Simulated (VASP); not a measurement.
Set up this calculation in VASP 6.6.1, as the native input.

| Item | Value |
| --- | --- |
| Task | single point |
| Functional | PBE |
| Potentials or basis | VASP PAW PBE potentials, release 64 (Pt, Se) |
| Cutoff | 520 eV |
| k mesh | 12 × 12 × 10 |
| Occupations | gaussian, width 0.15 eV |
| Spin | no spin polarisation |
| Dipole correction | no |
| Further INCAR settings | ALGO = Normal; EDIFF = 1e-06; NBANDS = 18 |

The structure of PtSe2 lies in POSCAR:

```
PtSe2
1.0
    3.5750405804      0.0000000000      0.0000000000
   -1.7875202902      3.0960759622      0.0000000000
    0.0000000000      0.0000000000      4.6570400000
Pt Se
1 2
Direct
    0.0000000000      0.0000000000      0.0000000000
    0.3333333333      0.6666666667      0.2500000000
    0.6666666667      0.3333333333      0.7500000000
```

This cell differs from its parent crystal: strain -0.040 along x and y, -0.080 along z.

These files were run (other wordings do the same):

INCAR

```
ALGO = Normal
EDIFF = 1E-6
ENCUT = 520
GGA = PE
ISIF = 2
ISMEAR = 0
LASPH = T
LCHARG = F
LREAL = F
LWAVE = F
NBANDS = 18
NELM = 100
PREC = Accurate
SIGMA = 0.15
```

KPOINTS

```
k-points
0
Gamma
  12 12 10
```

Potentials or basis: VASP PAW PBE potentials, release 64 (Pt, Se).

Launch:

```console
$ cat potpaw_PBE.64/Pt/POTCAR potpaw_PBE.64/Se/POTCAR > POTCAR
$ mpirun -np 1 vasp_std > vasp.out
```

Results of the run:

* Pressure: 39.9 GPa
* Largest force: 3.271 eV/Å
* Band gap on the k mesh: zero (band 11 reaches 9.50 eV, above the bottom of band 12 at 9.09 eV)

Caveat: the cell differs from its parent crystal (strain -0.040 along x and y, -0.080 along z); spin-orbit coupling is left out, which moves the levels of the heavy elements; forces of over 1 eV/Å act on the atoms, so gaps and moduli don't describe the material at rest.

Run time: 2.3 min on 1 thread of AMD EPYC 9R45 (Zen 5), on a shared host, peak memory 0.25 GiB.
